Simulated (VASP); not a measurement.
A run of VASP 6.6.1:

Contents of INCAR:

```
SYSTEM = Tl
  AGGAC = 1.0
  AGGAX = 1.0
  ALDAC = 0.0
  ALDAX = 1.0
  ALGO = Normal
  EDIFF = 1E-6
  ENCUT = 520
  GGA = B5
  ISIF = 2
  ISMEAR = -1
  LASPH = .True.
  LCHARG = .False.
  LREAL = .False.
  LWAVE = .False.
  NBANDS = 20
  NELM = 80
  PREC = Accurate
  SIGMA = 0.1
```

Contents of KPOINTS:

```
k-points
0
Gamma
  8 8 8
  0 0 0
```

File POSCAR:

```
Tl
1.0
    0.0000000000      3.6526111028      3.6526111028
    3.6526111028      0.0000000000      3.6526111028
    3.6526111028      3.6526111028      0.0000000000
Tl
2
Direct
    0.1250000000      0.1250000000      0.1250000000
    0.8750000000      0.8750000000      0.8750000000
```

Potentials or basis: VASP PAW PBE potentials, release 64 (Tl_d).

Launch:

```console
$ cat potpaw_PBE.64/Tl_d/POTCAR > POTCAR
$ mpirun -np 1 vasp_std > vasp.out
```

Hardware: 1 thread of AMD EPYC 9R45 96-Core Processor (Zen 5), with other jobs on the host.

Task: How long does it take, and how much memory?

Result: It took 40 s on 1 thread of AMD EPYC 9R45 96-Core Processor (Zen 5) (shared host), peak memory 0.22 GiB. Counts: scf iterations 11, k points 29.
